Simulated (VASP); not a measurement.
# Yb (Fm-3m) in VASP: further runs, part 3 of 3

VASP 6.6.1. The steps go on from the part before.

**5. Single point, r2SCAN**

This run uses another cell than the first one, of 35.55 Å³/atom.

POSCAR

```
Yb
1.0
    0.0000000000      2.6096620394      2.6096620394
    2.6096620394      0.0000000000      2.6096620394
    2.6096620394      2.6096620394      0.0000000000
Yb
1
Direct
    0.0000000000      0.0000000000      0.0000000000
```

INCAR.step1

```
SYSTEM = Yb
PREC = Accurate
ENCUT = 520
ISMEAR = 1
SIGMA = 0.3
LREAL = .FALSE.
LASPH = .TRUE.
NELM = 60
NBANDS = 18
GGA = PE
ALGO = Normal
EDIFF = 1E-4
LWAVE = .TRUE.
LCHARG = .FALSE.
```

INCAR.step2

```
SYSTEM = Yb
PREC = Accurate
ENCUT = 520
EDIFF = 1E-7
ISMEAR = 1
SIGMA = 0.3
LREAL = .FALSE.
LASPH = .TRUE.
NELM = 60
ALGO = Normal
ISIF = 2
LWAVE = .FALSE.
LCHARG = .TRUE.
METAGGA = R2SCAN
LMIXTAU = .TRUE.
LELF = .TRUE.
LVHAR = .TRUE.
NBANDS = 18
ISTART = 1
```

KPOINTS

```
regular mesh
0
G
  10 10 10
  0 0 0
```

Potentials or basis: VASP PAW PBE potentials, release 64 (Yb).

The run is started by

```console
> cat potpaw_PBE.64/Yb/POTCAR > POTCAR
> cp INCAR.step1 INCAR
> mpirun -np 1 vasp_std > vasp.out
> cp INCAR.step2 INCAR
> mpirun -np 1 vasp_std > vasp.out
```

OUTCAR:

```text
SYSTEM = Yb
   PREC = Accurate
   ENCUT = 520
   EDIFF = 1E-7
   ISMEAR = 1
   LREAL = .FALSE.
   LASPH = .TRUE.
   NELM = 60
   ISIF = 2
   METAGGA = R2SCAN
   ISTART = 1

 ion  position               nearest neighbor table
   1  0.000  0.000  0.000-

  LATTYP: Found a face centered cubic cell.
 ALAT       =     5.2193240788

  Lattice vectors:

 A1 = (   0.0000000000,   2.6096620394,   2.6096620394)
 A2 = (   2.6096620394,   0.0000000000,   2.6096620394)
 A3 = (   2.6096620394,   2.6096620394,   0.0000000000)

Analysis of symmetry for initial positions (statically):
=====================================================================
 Subroutine PRICEL returns:
 Original cell was already a primitive cell.

 Routine SETGRP: Setting up the symmetry group for a
 face centered cubic supercell.

 Subroutine GETGRP returns: Found 48 space group operations
 (whereof 48 operations were pure point group operations)
 out of a pool of 48 trial point group operations.

The static configuration has the point symmetry O_h .

Analysis of symmetry for dynamics (positions and initial velocities):
=====================================================================
[... 153 lines left out ...]

  energy without entropy =      -35.58947299  energy(sigma->0) =      -35.48732675

 E-fermi :   1.5427     XC(G=0): -10.1837

 val. band max:        1.5075482086   @ k =  -0.3000   0.5000   0.2000
 cond. band min:       1.5776602272   @ k =  -0.3000   0.4000   0.2000
 fundamental gap:      0.0701120186
 Fermi energy:         1.5427028545

 k-point     1 :       0.0000    0.0000    0.0000
  band No.  band energies     occupation
      1     -51.7560      2.00000
      2     -23.3134      2.00000
      3     -23.3132      2.00000
      4     -23.3132      2.00000
      5      -3.8273      2.00000
      6       1.2122      2.06544
[... 481 lines left out ...]
      5      -0.5199      2.00000
      6       1.1243      2.06393
[... 10 lines left out ...]
     17       8.4429      0.00000
     18      10.9909      0.00000

 [... further k-points ...]

------------------------ aborting loop because EDIFF is reached ----------------------------------------

  FORCE on cell =-STRESS in cart. coord.  units (eV):
  Direction    XX          YY          ZZ          XY          YZ          ZX
  --------------------------------------------------------------------------------------
  -------------------------------------------------------------------------------------
  Total       -0.1302918     -0.1302918     -0.1302918      0.0000000      0.0000000      0.0000000
  in kB       -5.8727932     -5.8727932     -5.8727932      0.0000000      0.0000000      0.0000000
  external PRESSURE =      -5.8727932 kB  Pullay stress =       0.0000000 kB

 VOLUME and BASIS-vectors are now :
 -----------------------------------------------------------------------------
  energy-cutoff  :      520.00
  volume of cell :       35.55
      direct lattice vectors                 reciprocal lattice vectors
     0.000000000  2.609662039  2.609662039    -0.191595690  0.191595690  0.191595690
     2.609662039  0.000000000  2.609662039     0.191595690 -0.191595690  0.191595690
     2.609662039  2.609662039  0.000000000     0.191595690  0.191595690 -0.191595690

 POSITION                                       TOTAL-FORCE (eV/Angst)
 -----------------------------------------------------------------------------------
      0.00000      0.00000      0.00000        -0.000000     -0.000000     -0.000000
 -----------------------------------------------------------------------------------
    total drift:                               -0.000000     -0.000000     -0.000000

  FREE ENERGIE OF THE ION-ELECTRON SYSTEM (eV)
  ---------------------------------------------------
  free  energy   TOTEN  =       -35.4362536349 eV

  energy  without entropy=      -35.5894729912  energy(sigma->0) =      -35.48732675
```

OUTCAR.step1:

```text
SYSTEM = Yb
   PREC = Accurate
   ENCUT = 520
   ISMEAR = 1
   LREAL = .FALSE.
   LASPH = .TRUE.
   NELM = 60
[... 720 lines left out ...]
 -----------------------------------------------------------------------------------
      0.00000      0.00000      0.00000         0.000000     -0.000000     -0.000000
 -----------------------------------------------------------------------------------
    total drift:                               -0.000000     -0.000000     -0.000000

  FREE ENERGIE OF THE ION-ELECTRON SYSTEM (eV)
  ---------------------------------------------------
  free  energy   TOTEN  =        -3.4650946608 eV

  energy  without entropy=       -3.6025013495  energy(sigma->0) =       -3.51089689
```

OSZICAR.step1:

```text
N       E                     dE             d eps       ncg     rms          rms(c)
DAV:   1     0.114788367763E+03    0.11479E+03   -0.87042E+03  2152   0.893E+03
DAV:   2     0.115573341764E+02   -0.10323E+03   -0.99946E+02  2126   0.547E+02
DAV:   3    -0.149693801559E+01   -0.13054E+02   -0.12877E+02  2536   0.115E+02
DAV:   4    -0.359728625627E+01   -0.21003E+01   -0.20922E+01  3300   0.342E+01
DAV:   5    -0.372234978020E+01   -0.12506E+00   -0.12493E+00  2968   0.103E+01    0.151E+01
DAV:   6    -0.533571787596E+01   -0.16134E+01   -0.17005E+01  1966   0.774E+01    0.460E+01
DAV:   7    -0.517643897088E+01    0.15928E+00   -0.21544E-01  3144   0.580E+00    0.498E+01
DAV:   8    -0.567963703491E+01   -0.50320E+00   -0.56513E-02  2736   0.952E+00    0.557E+01
DAV:   9    -0.385103134963E+01    0.18286E+01   -0.75435E-01  1896   0.432E+01    0.381E+01
DAV:  10    -0.346476478769E+01    0.38627E+00   -0.60820E-01  2584   0.337E+01    0.342E+01
DAV:  11    -0.346384136944E+01    0.92342E-03   -0.35826E-02  2668   0.319E+00    0.342E+01
DAV:  12    -0.346344018986E+01    0.40118E-03   -0.21553E-02  2858   0.366E+00    0.361E+01
DAV:  13    -0.346649403106E+01   -0.30538E-02   -0.31390E-03  3180   0.177E+00    0.377E+01
DAV:  14    -0.346518581443E+01    0.13082E-02   -0.66009E-04  2264   0.103E+00    0.391E+01
DAV:  15    -0.346509466082E+01    0.91154E-04   -0.33992E-04  1362   0.796E-01
   1 F= -.34650947E+01 E0= -.35108969E+01  d E =0.137407E+00
```

Run time: 16 min. Hardware: 1 thread of AMD EPYC 7R43 (Zen 3), shared host; peak memory 0.16 GiB.

What came out:

```yaml
Free_energy: -35.4363 eV
Pressure: -0.6 GPa
```

Levels at points of the mesh, in eV from the Fermi level:
```tsv
k point	band 10	band 11	band 12	band 13	band 14	band 15
(0.00, 0.00, 0.00)	-0.28	-0.28	-0.28	3.22	3.22	3.22
(0.50, 0.00, 0.00)	-0.27	-0.20	-0.20	0.32	2.95	2.95
(0.50, 0.50, 0.00)	-0.21	-0.21	-0.15	0.19	1.77	7.04
```

Caveat: the PAW data sets were made with another functional, which shifts forces and pressure a little; spin-orbit coupling is left out, which moves the levels of the heavy elements.

**6. Single point, r2SCAN**

This run uses another cell than the first one, of 35.55 Å³/atom.

POSCAR is that of step 5.

INCAR.step1

```
PREC = Accurate ; ENCUT = 520
ISMEAR = 1 ; SIGMA = 0.6
LREAL = False ; LASPH = True
NELM = 80 ; NBANDS = 18
GGA = PE ; ALGO = Normal
EDIFF = 1E-4 ; LWAVE = True
LCHARG = False
```

INCAR.step2

```
PREC = Accurate ; ENCUT = 520
EDIFF = 1E-7 ; ISMEAR = 1
SIGMA = 0.6 ; LREAL = False
LASPH = True ; NELM = 80
ALGO = Normal ; ISIF = 2
LWAVE = False ; LCHARG = False
METAGGA = R2SCAN ; LMIXTAU = True
NBANDS = 18 ; ISTART = 1
```

KPOINTS

```
regular mesh
0
Gamma
  10 10 10
```

Potentials or basis: VASP PAW PBE potentials, release 64 (Yb).

The run is started by

```console
> cat potpaw_PBE.64/Yb/POTCAR > POTCAR
> cp INCAR.step1 INCAR
> mpirun -np 1 vasp_std > vasp.out
> cp INCAR.step2 INCAR
> mpirun -np 1 vasp_std > vasp.out
```

Run time: 8 min. Hardware: 1 thread of AMD EPYC 7R43 (Zen 3), shared host; peak memory 0.16 GiB.

It converged, with:

| Quantity | Value |
| --- | --- |
| Free energy | -35.3052 eV |
| Pressure | -0.4 GPa |

Levels at points of the mesh, in eV from the Fermi level:
| k point | band 10 | band 11 | band 12 | band 13 | band 14 | band 15 |
| --- | --- | --- | --- | --- | --- | --- |
| (0.00, 0.00, 0.00) | -0.49 | -0.49 | -0.49 | 3.16 | 3.16 | 3.16 |
| (0.50, 0.00, 0.00) | -0.47 | -0.41 | -0.41 | 0.25 | 2.89 | 2.89 |
| (0.50, 0.50, 0.00) | -0.42 | -0.42 | -0.37 | 0.15 | 1.71 | 6.97 |

Caveat: so wide a smearing shifts energies and pressures; the PAW data sets were made with another functional, which shifts forces and pressure a little; spin-orbit coupling is left out, which moves the levels of the heavy elements. Spin polarisation is off, so any magnetic state and its effect on volume and gap are missing.

**7. The runs side by side**

| spin | cell | k mesh | smearing | pressure (GPa) | moment (μB) |
| --- | --- | --- | --- | --- | --- |
| collinear, ferromagnetic start | a = 3.678 Å, angles 60.0°, 1 atom | 10 × 10 × 10 | fermi-dirac 0.05 eV | 1.4 | 0.00 |
| collinear, ferromagnetic start | a = 3.525 Å, angles 60.0°, 1 atom | 17 × 17 × 17 | fermi-dirac 0.05 eV | 3.1 | 0.00 |
| off | a = 3.691 Å, angles 60.0°, 1 atom | 10 × 10 × 10 | methfessel-paxton 0.2 eV | -0.9 | - |
| off | a = 3.691 Å, angles 60.0°, 1 atom | 10 × 10 × 10 | methfessel-paxton 0.3 eV | -0.6 | - |
| off | a = 3.691 Å, angles 60.0°, 1 atom | 10 × 10 × 10 | methfessel-paxton 0.6 eV | -0.4 | - |

Alike in all rows: task single point; level r2SCAN; potentials or basis VASP PAW PBE potentials, release 64 (Yb); cutoff (eV) 520.

Caveats: the PAW data sets were made with another functional, which shifts forces and pressure a little; spin-orbit coupling is left out, which moves the levels of the heavy elements; the cell stands under pressure (at least some runs); so wide a smearing shifts energies and pressures (at least some runs).

Absolute energies hang on the potentials; compare differences alone.
